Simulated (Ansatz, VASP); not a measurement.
**Two plane-wave programs on MgI2**

Contents of INCAR:

```
SYSTEM = MgI2
ALGO = Normal ; EDIFF = 1E-6
ENCUT = 520 ; GGA = PE
ISIF = 2 ; ISMEAR = 0
LASPH = .True. ; LCHARG = .True.
LELF = .True. ; LREAL = .False.
LVHAR = .True. ; LWAVE = .False.
NBANDS = 15 ; NELM = 100
PREC = Accurate ; SIGMA = 0.05
```

The input KPOINTS:

```
k-points
0
Gamma
  6 6 4
  0 0 0
```

Contents of POSCAR:

```
MgI2
1.0
    4.1537001214      0.0000000000      0.0000000000
   -2.0768500607      3.5972098248      0.0000000000
    0.0000000000      0.0000000000      6.8620000000
Mg I
1 2
Direct
   -0.0312742391     -0.0625484781      0.0000000000
    0.3333333333      0.6666666667      0.7576300000
    0.6666666667      0.3333333333      0.2423700000
```

Input for Ansatz:

```yaml
crystal:
  lattice:
    - [4.1537001214, 0.0, 0.0]
    - [-2.0768500607, 3.5972098248, 0.0]
    - [0.0, 0.0, 6.862]
  atoms:
    - { symbol: Mg, position: [-0.0312742391, -0.0625484781, 0.0] }
    - { symbol: I, position: [0.3333333333, 0.6666666667, 0.75763] }
    - { symbol: I, position: [0.6666666667, 0.3333333333, 0.24237] }
basis:
  ecutwfc: 420
kpoints:
  mp_grid: { grid: [6, 6, 4] }
hamiltonian:
  xc: pbe
scf:
  occupations: { method: gaussian, width: 0.05 }
output:
  forces: true
  stress: true
  eigenvalues: true
```

Alike in both runs: task single point; functional PBE; k mesh 6 × 6 × 4; occupations gaussian, width 0.05 eV; no spin polarisation.

|  | VASP | Ansatz |
| --- | --- | --- |
| version | VASP 6.6.1 | Ansatz 0.2.0 |
| potentials or method | VASP PAW PBE potentials, release 64 (Mg, I), cutoff 520 eV | scalar-relativistic, plane waves, PAW |
| valence electrons in the cell | 16 | 44 |

VASP gave:

* gap on the k mesh at the Fermi level (eV): 3.50
* least direct gap on the mesh (eV): 3.68
* pressure (GPa): 1.7
* traceless stress, the component that is largest in VASP (GPa): -0.50
* rms of the force components (eV/Å): 0.256

What did Ansatz give for the same quantities?

gap on the k mesh at the Fermi level (eV): 3.52; least direct gap on the mesh (eV): 3.70; pressure (GPa): 1.7; traceless stress, the component that is largest in VASP (GPa): -0.50; rms of the force components (eV/Å): 0.257.

Atom by atom the forces differ by 0.004 eV/Å (rms over components). VASP's potentials hold 16 valence electrons a cell and Ansatz's 44, so a difference there can come from the potentials and not from the codes.

Neither program's run includes spin-orbit coupling.
